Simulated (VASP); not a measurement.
# Ge (I4/mmm) in VASP: a series of runs

Aim: see how the results for Ge move with the level of theory and the settings. Levels: revPBE+D4, BLYP+D3(BJ), BLYP+D4, r2SCAN0. Tasks: relaxation of cell and atoms, single point.

Program: VASP 6.6.1. These are calculated values, not measurements. Logs are shortened: lines on timing, memory, paths and dates and some standing lists are left out, and cuts for length are marked.

**1. The cell of the first run**

The structure is tetragonal, space group I4/mmm (No. 139). Conventional cell: a = 3.217 Å, b = 3.217 Å, c = 3.746 Å, α = 90.00°, β = 90.00°, γ = 90.00°. Ge (site symmetry 4/mmm) has 14 Ge at 2.95 to 3.75 Å within 3.9 Å.

**2. Relaxation of cell and atoms, revPBE+D4**

File INCAR:

```
SYSTEM = Ge
PREC = Accurate ; ENCUT = 600
EDIFF = 1E-6 ; ISMEAR = -1
SIGMA = 0.05 ; LREAL = .False.
LASPH = .True. ; NELM = 80
ALGO = Normal ; ISIF = 3
LWAVE = .False. ; LCHARG = .False.
GGA = RE ; IVDW = 13
IBRION = 2 ; NSW = 60
EDIFFG = -0.01
```

File KPOINTS:

```
Automatic mesh
0
Gamma
  12 12 12
  0 0 0
```

File POSCAR:

```
Ge
1.0
   -1.6084200000      1.6084200000      1.8731800000
    1.6084200000     -1.6084200000      1.8731800000
    1.6084200000      1.6084200000     -1.8731800000
Ge
1
Direct
    0.5000000000      0.5000000000      0.0000000000
```

Potentials or basis: VASP PAW PBE potentials, release 64 (Ge_d).

Launch:

```
$ cat potpaw_PBE.64/Ge_d/POTCAR > POTCAR
$ mpirun -np 1 vasp_std > vasp.out
```

OUTCAR:

```text
SYSTEM = Ge
   PREC = Accurate
   ENCUT = 600
   EDIFF = 1E-6
   ISMEAR = -1
   LREAL = .False.
   LASPH = .True.
   NELM = 80
   ISIF = 3
   GGA = RE
   IVDW = 13
   IBRION = 2
   NSW = 60
   EDIFFG = -0.01

 ion  position               nearest neighbor table
   1  0.500  0.500  0.000-

  LATTYP: Found a body centered tetragonal cell.
 ALAT       =     3.2168400000
 C/A-ratio  =     1.1646087465

  Lattice vectors:

 A1 = (  -1.6084200000,   1.6084200000,   1.8731800000)
 A2 = (   1.6084200000,  -1.6084200000,   1.8731800000)
 A3 = (   1.6084200000,   1.6084200000,  -1.8731800000)

Analysis of symmetry for initial positions (statically):
=====================================================================
 Subroutine PRICEL returns:
 Original cell was already a primitive cell.

 Routine SETGRP: Setting up the symmetry group for a
 body centered tetragonal supercell.

 Subroutine GETGRP returns: Found 16 space group operations
 (whereof 16 operations were pure point group operations)
 out of a pool of 16 trial point group operations.

The static configuration has the point symmetry D_4h.

Analysis of symmetry for dynamics (positions and initial velocities):
=====================================================================
 Subroutine PRICEL returns:
 Original cell was already a primitive cell.

 Routine SETGRP: Setting up the symmetry group for a
 body centered tetragonal supercell.

 Subroutine GETGRP returns: Found 16 space group operations
 (whereof 16 operations were pure point group operations)
 out of a pool of 16 trial point group operations.

The dynamic configuration has the point symmetry D_4h.

 Subroutine INISYM returns: Found 16 space group operations
 (whereof 16 operations are pure point group operations),
 and found     1 'primitive' translations

----------------------------------------------------------------------------------------

                                     Primitive cell

  volume of cell :      19.3838

  direct lattice vectors                    reciprocal lattice vectors
    -1.608420000  1.608420000  1.873180000     0.000000000  0.310864078  0.266925763
     1.608420000 -1.608420000  1.873180000     0.310864078  0.000000000  0.266925763
     1.608420000  1.608420000 -1.873180000     0.310864078  0.310864078  0.000000000

  length of vectors
     2.946664743  2.946664743  2.946664743     0.409738743  0.409738743  0.439628195

  position of ions in fractional coordinates (direct lattice)
     0.500000000  0.500000000  0.000000000
[... 68 lines left out ...]
   ISTART =      0    job   : 0-new  1-cont  2-samecut
   ICHARG =      2    charge: 1-file 2-atom 10-const
   ISPIN  =      1    spin polarized calculation?
   LNONCOLLINEAR =      F non collinear calculations
   LSORBIT =      F    spin-orbit coupling
   LASPH  =      T    aspherical Exc in radial PAW
   ENCUT  =  600.0 eV  44.10 Ry    6.64 a.u.   5.89  5.89  5.89*2*pi/ulx,y,z
   NELM   =     80;   NELMIN=  2; NELMDL= -5     # of ELM steps
   EDIFF  = 0.1E-05   stopping-criterion for ELM
   LREAL  =      F    real-space projection
   EDIFFG = -.1E-01   stopping-criterion for IOM
   NSW    =     60    number of steps for IOM
   IBRION =      2    ionic relax: 0-MD 1-quasi-New 2-CG
   NFREE  =      1    steps in history (QN), initial steepest desc. (CG)
   ISIF   =      3    stress and relaxation
   ISYM   =      2    0-nonsym 1-usesym 2-fastsym
   POTIM  = 0.5000    time-step for ionic-motion
   TEBEG  =    0.0;   TEEND  =   0.0 temperature during run
   PSTRESS=    0.0 pullay stress
   NELECT =      14.0000    total number of electrons
   NUPDOWN=      -1.0000    fix difference up-down
   EMIN   =  10.00;   EMAX   =-10.00  energy-range for DOS
   EFERMI =   0.00;   METHOD = LEGACY
   ISMEAR =    -1;   SIGMA  =   0.05  broadening in eV -4-tet -1-fermi 0-gaus
   EFERMI_NEDOS =   21; number of points for ismear=-14 and -15
   IALGO  =     38    algorithm
   IMIX   =      4    mixing-type and parameters
     AMIX     =   0.40;   BMIX     =  1.00
     AMIX_MAG =   1.60;   BMIX_MAG =  1.00
  volume/ion in A,a.u.               =      19.38       130.81
  Fermi-wavevector in a.u.,A,eV,Ry     =   1.468829  2.775685 29.354024  2.157460
  Thomas-Fermi vector in A             =   2.584280
   LORBIT       =      0    0 simple, 1 ext, 2 COOP (PROOUT), +10 PAW based schemes
   GGA     = RE    functional components
   LHFCALC =     F    Hartree Fock is set to
   AEXX    =    0.0000 exact exchange contribution
   IVDW    =    13    specifies the selected vdW correction
   LEPSILON=     F    determine dielectric tensor
   LRPA    =     F    only Hartree local field effects (RPA)
 conjugate gradient relaxation of ions
 non-spin polarized calculation
  energy-cutoff  :      600.00
  volume of cell :       19.38
 maximum number of plane-waves:       684
   NGX = 11   NGY = 11   NGZ = 11

--------------------------------------- Ionic step        1  -------------------------------------------

 number of electron      13.9999999 magnetization

 Free energy of the ion-electron system (eV)
  ---------------------------------------------------
  ext. energy  EPLUGINS =         0.00000000
  ---------------------------------------------------
  free energy    TOTEN  =        -3.87966090 eV

  energy without entropy =       -3.87554297  energy(sigma->0) =       -3.87760193

------------------------ aborting loop because EDIFF is reached ----------------------------------------

  DFT-D4 for vdW energy calculation

  Edisp (eV):   -0.61814
[... 108 lines left out ...]
--------------------------------------- Ionic step        4  -------------------------------------------

 number of electron      13.9999996 magnetization

 Free energy of the ion-electron system (eV)
  ---------------------------------------------------
  ext. energy  EPLUGINS =         0.00000000
  ---------------------------------------------------
  free energy    TOTEN  =        -3.85843135 eV

  energy without entropy =       -3.85373722  energy(sigma->0) =       -3.85608428

 E-fermi :   7.2682     XC(G=0): -11.3442

 val. band max:        7.2403256550   @ k =   0.4167   0.4167   0.0000
 cond. band min:       7.2774740395   @ k =   0.5000   0.2500   0.0000
 fundamental gap:      0.0371483844
 Fermi energy:         7.2681576659

 k-point     1 :       0.0000    0.0000    0.0000
  band No.  band energies     occupation
      1     -17.6588      2.00000
      2     -17.6588      2.00000
      3     -17.6369      2.00000
      4     -17.6001      2.00000
      5     -17.5558      2.00000
      6      -6.2276      2.00000
      7      16.2858      0.00000
      8      16.6218      0.00000
      9      16.6218      0.00000
     10      21.3671      0.00000
     11      21.3671      0.00000
[... 309 lines left out ...]
 k-point    24 :      -0.4167    0.1667   -0.0000
  band No.  band energies     occupation
      1     -17.6681      2.00000
      2     -17.6367      2.00000
      3     -17.5916      2.00000
      4     -17.5728      2.00000
      5     -17.5450      2.00000
      6      -2.5599      2.00000
      7       5.6731      2.00000
      8      10.1145      0.00000
      9      12.9473      0.00000
     10      17.9531      0.00000
     11      21.0526      0.00000

 [... further k-points ...]

------------------------ aborting loop because EDIFF is reached ----------------------------------------

  DFT-D4 for vdW energy calculation

  Edisp (eV):   -0.64914
[... 24 lines left out ...]
  FREE ENERGIE OF THE ION-ELECTRON SYSTEM (eV)
  ---------------------------------------------------
  free  energy   TOTEN  =        -4.5075743349 eV

  energy  without entropy=       -4.5028802018  energy(sigma->0) =       -4.50522727

 reached required accuracy - stopping structural energy minimisation
```

Run time: 23 s. Hardware: 1 thread of Intel Xeon 6975P-C (Granite Rapids), shared host; peak memory 0.18 GiB.

Results:

- Free energy: -4.5076 eV
- Relaxed volume: 18.41 Å³/atom
- Relaxed cell: a = 2.897 Å, b = 2.897 Å, c = 2.897 Å, α = 113.94°, β = 113.94°, γ = 100.86°
- Space group after relaxing (to 0.05 Å): I4/mmm (No. 139)
- Energy gained by relaxing: 9.8 meV/atom
- Ionic steps: 4
- Pressure after relaxing: 0.0 GPa
- Band gap on the k mesh: zero (band 7 reaches 16.29 eV, above the bottom of band 8 at 4.24 eV)
- Dispersion energy per atom: -0.649 eV

Step by step:
```csv
step,energy change (eV),largest force (eV/Å),pressure (GPa),volume (Å³)
1,0.0000,0.0000,-3.11,19.38
2,-0.0097,0.0000,0.09,18.35
3,-0.0098,0.0000,0.12,18.38
4,-0.0098,0.0000,0.00,18.41
```

Final structure:
```yaml
crystal:
  lattice:
    - [-1.57929, 1.57929, 1.84560]
    - [1.57929, -1.57929, 1.84560]
    - [1.57929, 1.57929, -1.84560]
  atoms:
    - { symbol: Ge, position: [0.50000, 0.50000, 0.00000] }
```

Caveat: the PAW data sets were made with another functional, which shifts forces and pressure a little; pairwise dispersion overbinds metals, which lowers pressure and volume.

**3. Relaxation of cell and atoms, BLYP+D3(BJ)**

File INCAR:

```
SYSTEM = Ge
PREC = Accurate
ENCUT = 600
EDIFF = 1E-6
ISMEAR = -1
SIGMA = 0.05
LREAL = .FALSE.
LASPH = .TRUE.
NELM = 80
ALGO = Normal
ISIF = 3
LWAVE = .FALSE.
LCHARG = .FALSE.
GGA = B5
ALDAX = 1.0
AGGAX = 1.0
AGGAC = 1.0
ALDAC = 0.0
IVDW = 12
VDW_S6 = 1.0
VDW_S8 = 2.6996
VDW_A1 = 0.4298
VDW_A2 = 4.2359
IBRION = 2
NSW = 60
EDIFFG = -0.01
```

File KPOINTS:

```
regular mesh
0
G
  12 12 12
  0 0 0
```

POSCAR is that of step 2.

Potentials or basis: VASP PAW PBE potentials, release 64 (Ge_d).

Launch:

```
$ cat potpaw_PBE.64/Ge_d/POTCAR > POTCAR
$ mpirun -np 1 vasp_std > vasp.out
```

Run time: 2.3 min. Hardware: 1 thread of Intel Xeon 6975P-C (Granite Rapids), shared host; peak memory 0.19 GiB.

The run converged. Its results:

```yaml
Free_energy: -4.3206 eV
Relaxed_volume: 23.61 Å³/atom
Relaxed_cell: a = 3.161 Å, b = 3.161 Å, c = 3.161 Å, α = 115.50°, β = 115.50°, γ = 97.98°
Space_group_after_relaxing_to_0.05_Å: I4/mmm (No. 139)
Energy_gained_by_relaxing: 249.0 meV/atom
Ionic_steps: 19
Pressure_after_relaxing: 0.0 GPa
Band_gap_on_the_k_mesh: zero (band 7 reaches 11.72 eV, above the bottom of band 8 at 3.14 eV)
Dispersion_energy_per_atom: -1.000 eV
```

Step by step:
```
step  energy change (eV)  largest force (eV/Å)  pressure (GPa)  volume (Å³)
   1              0.0000                0.0000            0.72        19.38
   2             -0.0010                0.0000            0.34        19.63
   3             -0.0013                0.0000            0.01        19.75
   4             -0.0014                0.0000            0.22        19.78
   5             -0.0015                0.0000            0.21        19.82
   6             -0.0017                0.0000            0.33        19.92
   7             -0.0030                0.0000            1.51        20.10
   8             -0.0174                0.0000           12.80        20.47
   9             -0.1360                0.0000           17.34        21.23
  10             -0.1937                0.0000           17.74        22.81
  11             -0.1516                0.0000           -4.71        26.16
  12             -0.1754                0.0000           -6.07        25.36
  13             -0.2377                0.0000           -6.75        24.06
  14             -0.2463                0.0000            4.74        23.43
  15             -0.2485                0.0000           -2.14        23.69
  16             -0.2489                0.0000            0.44        23.59
  17             -0.2283                0.0000           -7.78        24.27
  18             -0.2490                0.0000           -0.14        23.61
  19             -0.2490                0.0000           -0.03        23.61
```

Final structure:
```xyz
1
Lattice="-1.6868 1.6868 2.0744 1.6868 -1.6868 2.0744 1.6868 1.6868 -2.0744" Properties=species:S:1:pos:R:3 pbc="T T T"
Ge    0.0000    0.0000    2.0744
```

Levels at points of the mesh, in eV from the Fermi level:
```tsv
k point	band 4	band 5	band 6	band 7	band 8	band 9	band 10	band 11
(0.00, 0.00, 0.00)	-24.72	-24.69	-11.55	6.63	6.76	6.76	12.65	12.65
(0.50, 0.00, 0.00)	-24.69	-24.68	-7.68	-4.20	4.26	5.86	9.54	10.59
(0.50, 0.50, 0.00)	-24.69	-24.67	-6.67	-3.64	2.31	3.35	6.85	7.39
(0.50, 0.50, 0.50)	-24.67	-24.67	-5.05	-2.36	1.02	1.02	5.10	5.91
```

Caveat: the volume moved by over 15 % at a fixed basis, so the end points are rough; the PAW data sets were made with another functional, which shifts forces and pressure a little; pairwise dispersion overbinds metals, which lowers pressure and volume.

**4. Relaxation of cell and atoms, BLYP+D4**

File INCAR:

```
SYSTEM = Ge
PREC = Accurate
ENCUT = 600
EDIFF = 1E-6
ISMEAR = -1
SIGMA = 0.05
LREAL = .False.
LASPH = .True.
NELM = 80
ALGO = Normal
ISIF = 3
LWAVE = .False.
LCHARG = .False.
GGA = B5
ALDAX = 1.0
AGGAX = 1.0
AGGAC = 1.0
ALDAC = 0.0
IVDW = 13
VDW_S6 = 1.0
VDW_S8 = 2.34076671
VDW_A1 = 0.44488865
VDW_A2 = 4.0933009
IBRION = 2
NSW = 60
EDIFFG = -0.01
```

File KPOINTS:

```
Automatic mesh
0
Gamma
  12 12 12
  0 0 0
```

POSCAR is that of step 3.

Launch:

```
$ cat potpaw_PBE.64/Ge_d/POTCAR > POTCAR
$ mpirun -np 1 vasp_std > vasp.out
```

It took 2.7 min on 1 thread of Intel Xeon 6975P-C (Granite Rapids), shared host; peak memory 0.18 GiB.

The run converged. Its results:

```yaml
Free_energy: -4.2648 eV
Relaxed_volume: 22.50 Å³/atom
Relaxed_cell: a = 3.107 Å, b = 3.107 Å, c = 3.107 Å, α = 115.14°, β = 115.14°, γ = 98.64°
Space_group_after_relaxing_to_0.05_Å: I4/mmm (No. 139)
Energy_gained_by_relaxing: 269.1 meV/atom
Ionic_steps: 21
Pressure_after_relaxing: 0.0 GPa
Band_gap_on_the_k_mesh: zero (band 7 reaches 12.53 eV, above the bottom of band 8 at 3.42 eV)
Dispersion_energy_per_atom: -0.928 eV
```

Step by step:
| step | energy change (eV) | largest force (eV/Å) | pressure (GPa) | volume (Å³) |
| --- | --- | --- | --- | --- |
| 1 | 0.0000 | 0.0000 | 1.54 | 19.38 |
| 2 | -0.0059 | 0.0000 | 3.92 | 19.91 |
| 3 | -0.1493 | 0.0000 | 5.16 | 21.55 |
| 4 | -0.2136 | 0.0000 | -9.26 | 25.09 |
| 5 | -0.2663 | 0.0000 | -4.34 | 22.67 |
| 6 | -0.2394 | 0.0000 | 27.92 | 22.14 |
| 7 | -0.2677 | 0.0000 | -2.46 | 22.60 |
| 8 | -0.2683 | 0.0000 | 0.32 | 22.51 |
| 9 | -0.2676 | 0.0000 | -3.55 | 22.63 |
| 10 | -0.2684 | 0.0000 | -0.68 | 22.54 |
| 11 | -0.2687 | 0.0000 | -0.15 | 22.52 |
| 12 | -0.2688 | 0.0000 | 0.36 | 22.51 |
| 13 | -0.2688 | 0.0000 | 1.57 | 22.48 |
| 14 | -0.2688 | 0.0000 | 0.82 | 22.49 |
| 15 | -0.2689 | 0.0000 | 0.73 | 22.49 |
| 16 | -0.2690 | 0.0000 | 0.44 | 22.50 |
| 17 | -0.2691 | 0.0000 | -0.13 | 22.51 |
| 18 | -0.2692 | 0.0000 | -0.13 | 22.50 |
| 19 | -0.2692 | 0.0000 | -0.13 | 22.50 |
| 20 | -0.2692 | 0.0000 | -0.19 | 22.50 |
| 21 | -0.2691 | 0.0000 | 0.04 | 22.50 |

Final structure:
```
Ge
1.0
    -1.66632    1.66632    2.02558
     1.66632   -1.66632    2.02558
     1.66632    1.66632   -2.02558
Ge
1
Direct
  0.50000 0.50000 0.00000
```

Levels at points of the mesh, in eV from the Fermi level:
| k point | band 5 | band 6 | band 7 | band 8 | band 9 | band 10 |
| --- | --- | --- | --- | --- | --- | --- |
| (0.00, 0.00, 0.00) | -24.68 | -11.88 | 7.00 | 7.16 | 7.16 | 12.95 |
| (0.50, 0.00, 0.00) | -24.67 | -7.73 | -4.44 | 4.42 | 6.18 | 9.78 |
| (0.50, 0.50, 0.00) | -24.66 | -6.69 | -3.88 | 2.45 | 3.60 | 7.08 |
| (0.50, 0.50, 0.50) | -24.66 | -4.80 | -2.41 | 0.96 | 0.96 | 5.05 |

Caveat: the volume moved by over 15 % at a fixed basis, so the end points are rough; the PAW data sets were made with another functional, which shifts forces and pressure a little; pairwise dispersion overbinds metals, which lowers pressure and volume.

**5. Single point, r2SCAN0**

This run uses another cell than the first one, of 19.00 Å³/atom, 0.980 times its volume.

File POSCAR:

```
Ge
1.0
   -1.5976249096      1.5976249096      1.8606079433
    1.5976249096     -1.5976249096      1.8606079433
    1.5976249096      1.5976249096     -1.8606079433
Ge
1
Direct
    0.5000000000      0.5000000000      0.0000000000
```

File INCAR.step1:

```
ALGO = Normal
EDIFF = 1E-5
ENCUT = 520
GGA = PE
ISIF = 2
ISMEAR = -1
LASPH = T
LCHARG = F
LREAL = F
LWAVE = T
NBANDS = 13
NELM = 60
PREC = Accurate
SIGMA = 0.05
```

File INCAR.step2:

```
AEXX = 0.25
ALGO = Normal
EDIFF = 1E-7
ENCUT = 520
ISIF = 2
ISMEAR = -1
ISTART = 1
LASPH = T
LCHARG = F
LHFCALC = T
LMIXTAU = T
LREAL = F
LWAVE = F
METAGGA = R2SCAN
NBANDS = 13
NELM = 60
PREC = Accurate
PRECFOCK = Normal
SIGMA = 0.05
```

File KPOINTS:

```
k-points
0
Gamma
  6 6 6
```

Launch:

```
$ cat potpaw_PBE.64/Ge_d/POTCAR > POTCAR
$ cp INCAR.step1 INCAR
$ mpirun -np 1 vasp_std > vasp.out
$ cp INCAR.step2 INCAR
$ mpirun -np 1 vasp_std > vasp.out
```

It took 29 min on 1 thread of AMD EPYC 9R14 (Zen 4), shared host; peak memory 0.12 GiB.

Results (log left out):

| Item | Value |
| --- | --- |
| Free energy | -12.3296 eV |
| Pressure | -1.5 GPa |
| Band gap on the k mesh | zero (band 7 reaches 17.15 eV, above the bottom of band 8 at 2.91 eV) |

Stress tensor (GPa, compression positive):
```
 2.29  0.00  0.00
 0.00  2.29  0.00
 0.00  0.00 -9.10
```

Levels at points of the mesh, in eV from the Fermi level:
```tsv
k point	band 5	band 6	band 7	band 8	band 9	band 10
(0.00, 0.00, 0.00)	-29.27	-15.89	10.31	10.70	10.70	15.60
(0.50, 0.00, 0.00)	-29.24	-9.58	-7.08	6.28	8.85	11.89
(0.50, 0.50, 0.00)	-29.23	-8.24	-6.47	3.98	5.78	8.93
(0.50, 0.50, 0.50)	-29.24	-4.16	-3.59	1.02	1.02	5.33
```

Caveat: the k points lie up to 0.46 Å⁻¹ apart; the PAW data sets were made with another functional, which shifts forces and pressure a little.

(Part 1 of 2 ends here.)
